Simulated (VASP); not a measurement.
Wanted: the native input for a VASP 6.6.1 run.

```yaml
Task: single point
Functional: PBEsol
Potentials_or_basis: VASP PAW PBE potentials, release 64 (Ba_sv, Zr_sv, S)
Cutoff: 500 eV
k_mesh: 4 × 4 × 4
Occupations: gaussian, width 0.01 eV
Spin: no spin polarisation
Dipole_correction: no
Further_INCAR_settings: ALGO = Normal; EDIFF = 1e-06; NBANDS = 96
```

The structure of BaZrS3 lies in POSCAR:

```
BaZrS3
1.0
    7.0747403587      0.0000000000      0.0000000000
    0.0000000000      9.9094852552      0.0000000000
    0.0000000000      0.0000000000      6.9222628163
Ba Zr S
4 4 12
Direct
    0.0543368157      0.2500000000      0.0122822141
    0.4456631843      0.7500000000      0.5122822141
    0.5543368157      0.2500000000      0.4877177859
    0.9456631843      0.7500000000      0.9877177859
    0.0000000000      0.0000000000      0.5000000000
    0.5000000000      0.0000000000      0.0000000000
    0.5000000000      0.5000000000      0.0000000000
    0.0000000000      0.5000000000      0.5000000000
    0.9942567979      0.2500000000      0.5654491512
    0.5057432021      0.7500000000      0.0654491512
    0.4942567979      0.2500000000      0.9345508488
    0.0057432021      0.7500000000      0.4345508488
    0.2080227704      0.9656019842      0.7924847665
    0.2919772296      0.0343980158      0.2924847665
    0.7080227704      0.5343980158      0.7075152335
    0.7919772296      0.4656019842      0.2075152335
    0.7919772296      0.0343980158      0.2075152335
    0.7080227704      0.9656019842      0.7075152335
    0.2919772296      0.4656019842      0.2924847665
    0.2080227704      0.5343980158      0.7924847665
```

These files were run (other wordings do the same):

INCAR

```
PREC     = Accurate       # precision mode
ENCUT    = 500            # plane-wave cutoff, eV
EDIFF    = 1E-6           # SCF threshold, eV
ISMEAR   = 0              # smearing method
SIGMA    = 0.01           # smearing width, eV
LREAL    = False          # projectors in reciprocal space
LASPH    = True           # aspherical terms in the spheres
NELM     = 120            # most SCF steps
ALGO     = Normal         # electronic algorithm
ISIF     = 2              # what is computed and relaxed
LWAVE    = False          # write WAVECAR
LCHARG   = False          # write CHGCAR
GGA      = PS             # functional
NBANDS   = 96             # bands
GGA_COMPAT= False        
KPAR     = 4
```

KPOINTS

```
regular mesh
0
Gamma
  4 4 4
```

Potentials or basis: VASP PAW PBE potentials, release 64 (Ba_sv, Zr_sv, S).

The run is started by

```bash
$ cat potpaw_PBE.64/Ba_sv/POTCAR potpaw_PBE.64/Zr_sv/POTCAR potpaw_PBE.64/S/POTCAR > POTCAR
$ mpirun -np 4 vasp_std > vasp.out
```

It gave:

The pressure is 0.5 GPa, the largest force is 0.044 eV/Å and the band gap on the k mesh is 0.92 eV.

Caveat: the PAW data sets were made with another functional, which shifts forces and pressure a little; spin-orbit coupling is left out, which moves the levels of the heavy elements.

Run time: 7.2 min on 4 MPI ranks on Intel(R) Xeon(R) Platinum 8488C (Sapphire Rapids), on a shared host, peak memory 1 GiB a rank.
